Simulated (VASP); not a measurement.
Runs of VASP 6.6.1 on In. The structure is that of space group Im-3m (No. 229), or close to it. The cells are those of the table. This isn't the form of In at room conditions, which is tetragonal.

| cell | k mesh | gap on the mesh (eV) | pressure (GPa) |
| --- | --- | --- | --- |
| a = 3.282 Å, angles 109.5°, 1 atom | 14 × 14 × 14 | none | 0.7 |
| a = 3.348 Å, angles 109.5°, 1 atom | 20 × 20 × 20 | none | -1.2 |
| a = 3.304 Å, angles 109.5°, 1 atom | 20 × 20 × 20 | none | 0.0 |
| a = 3.304 Å, angles 109.5°, 1 atom | 40 × 40 × 40 | none | 0.0 |
| a = 3.282 Å, angles 109.5°, 1 atom | 20 × 20 × 20 | none | 0.7 |
| a = 3.237 Å, angles 109.5°, 1 atom | 20 × 20 × 20 | none | 2.5 |
| a = 3.348 Å, angles 109.5°, 1 atom | 14 × 14 × 14 | none | -1.2 |
| a = 3.369 Å, angles 109.5°, 1 atom | 40 × 40 × 40 | none | (a) |
| a = 3.282 Å, angles 109.5°, 1 atom | 40 × 40 × 40 | none | 0.7 |
| a = 3.326 Å, angles 109.5°, 1 atom | 20 × 20 × 20 | none | -0.6 |

Alike in all rows: task single point; level PBE; potentials or basis VASP PAW PBE potentials, release 64 (In_d); no spin polarisation; cutoff (eV) 520; smearing fermi-dirac 0.0612256 eV.

Problem. Estimate the missing entries.

Solution. (a) -1.7.

Caveats: spin-orbit coupling is left out, which moves the levels of the heavy elements.

A k mesh can miss the band edges, and the runs leave out spin-orbit coupling on In.

A gap of «none» marks levels without a gap at the run's occupations.
